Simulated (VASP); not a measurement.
## Ca: single point with LDA

Crystal: Ca.

```
Ca
1.0
     3.98000    0.00000    0.00000
    -1.99000    3.44678    0.00000
     0.00000    0.00000    6.52000
Ca
2
Direct
  0.33333 0.66667 0.25000
  0.66667 0.33333 0.75000
```

- Program: VASP 6.6.1
- Task: single point
- Functional: LDA
- Potentials or basis: VASP PAW LDA potentials, release 64 (Ca_sv)
- Cutoff: 520 eV
- k mesh: 10 × 10 × 5
- Occupations: fermi-dirac, width 0.08 eV
- Spin: no spin polarisation
- Dipole correction: no
- Further INCAR settings: ALGO = Normal; EDIFF = 1e-06; NBANDS = 17

* Pressure: -2.3 GPa
* Band gap on the k mesh: zero (band 10 reaches 1.73 eV, above the bottom of band 11 at 1.41 eV)

Stress tensor (GPa, compression positive):
```
-2.40  0.00  0.00
 0.00 -2.40  0.00
 0.00  0.00 -2.20
```

Levels at points of the mesh, in eV from the Fermi level:
```tsv
k point	band 6	band 7	band 8	band 9	band 10	band 11	band 12	band 13	band 14	band 15
(0.00, 0.00, 0.00)	-22.95	-22.95	-22.94	-3.96	-1.07	-0.19	2.07	2.09	2.09	2.37
(0.50, 0.00, 0.00)	-22.99	-22.97	-22.97	-1.14	-0.68	0.21	0.34	1.27	1.76	2.02
```

Wall time 30 s on 1 thread of Intel(R) Xeon(R) Platinum 8488C (Sapphire Rapids), with other jobs on the host, peak memory 0.19 GiB.
